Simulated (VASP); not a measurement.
Here is a VASP 6.6.1 calculation.

The input INCAR:

```
ALGO     = Normal         # electronic algorithm
EDIFF    = 1E-7           # SCF threshold, eV
ENCUT    = 520            # plane-wave cutoff, eV
GGA      = PE             # functional
ISIF     = 2              # what is computed and relaxed
ISMEAR   = -1             # smearing method
LASPH    = T              # aspherical terms in the spheres
LCHARG   = F              # write CHGCAR
LREAL    = Auto         
LWAVE    = F              # write WAVECAR
NBANDS   = 32             # bands
NELM     = 80             # most SCF steps
PREC     = Accurate       # precision mode
SIGMA    = 0.05           # smearing width, eV
```

Contents of KPOINTS:

```
k-points
0
Gamma
  5 5 3
```

The input POSCAR:

```
LiBe16
1.0
   -2.2900000000     -3.9663960000      0.0000000000
    3.4350000000     -1.9831980000      0.0000000000
    0.0000000000      0.0000000000      7.1768600000
Be Li
16 1
Direct
    0.7440169975      0.4900130784     -0.0117264375
    0.4980305968      0.3295391751      0.2223051585
    0.7225982232      0.4462823671      0.4559183264
    0.4953786381      0.3702873599      0.7223978174
    0.5022533815      0.0034722689      0.0133753480
    0.2567878655      0.8424396542      0.2468475071
    0.5052135474     -0.0372020310      0.5131656463
    0.2781182098      0.8863547891      0.7793404079
    0.2512936606      0.4908339106     -0.0194679846
    0.0038712732      0.3486868168      0.2285835310
    0.2866552151      0.4734141026      0.4521007794
   -0.0172161947      0.2656937159      0.7586990690
   -0.0031355429     -0.0158638699      0.0066088791
    0.7493924337      0.8421140242      0.2549095287
    0.0180615491      0.0666387037      0.4759934010
    0.7131600927      0.8603597124      0.7839450679
   -0.0006261290      0.6669523041      0.6180675114
```

Potentials or basis: VASP PAW PBE potentials, release 64 (Be, Li_sv).

Run with:

```bash
$ cat potpaw_PBE.64/Be/POTCAR potpaw_PBE.64/Li_sv/POTCAR > POTCAR
$ mpirun -np 1 vasp_std > vasp.out
```

(1) Estimate the band gap on the k mesh.

(2) Estimate the largest force.

## Answers

(1) zero (an odd number of electrons rules out a gap without spin polarisation).

(2) 0.047 eV/Å.
